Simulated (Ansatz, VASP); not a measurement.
One calculation of WSe2, two programs

```
W Se
1.0
     3.25050    0.00000    0.00000
    -1.62525    2.81501    0.00000
     0.00000    0.00000   12.70662
W Se
2 4
Cartesian
  1.6252 0.9383 9.5300
  0.0000 1.8767 3.1767
  0.0000 1.8767 11.2078
  1.6252 0.9383 4.8545
  0.0000 1.8767 7.8522
  1.6252 0.9383 1.4989
```

Alike in both runs: task single point; functional PBEsol; k mesh 12 × 12 × 2; occupations gaussian, width 0.02 eV; no spin polarisation.

```csv
,VASP,Ansatz
version,VASP 6.6.1,Ansatz 0.2.0
potentials or method,"VASP PAW PBE potentials, release 64 (W_sv, Se), cutoff 520 eV","scalar-relativistic, plane waves, PAW"
valence electrons in the cell,52,92
```

Ansatz gave:

| Property | Result |
| --- | --- |
| gap on the k mesh at the Fermi level (eV) | 0.84 |
| least direct gap on the mesh (eV) | 1.63 |
| pressure (GPa) | 2.0 |
| traceless stress, the component that is largest in VASP (GPa) | 0.00 |
| rms of the force components (eV/Å) | 0.000 |

Q: What did VASP give for the same quantities?

A: gap on the k mesh at the Fermi level (eV): 0.83; least direct gap on the mesh (eV): 1.63; pressure (GPa): 2.5; traceless stress, the component that is largest in VASP (GPa): 0.11; rms of the force components (eV/Å): 0.030.

VASP's potentials were made for PBE, not for PBEsol. Atom by atom the forces differ by 0.030 eV/Å (rms over components). VASP's potentials hold 52 valence electrons a cell and Ansatz's 92, so a difference there can come from the potentials and not from the codes.

Neither program's run includes spin-orbit coupling.
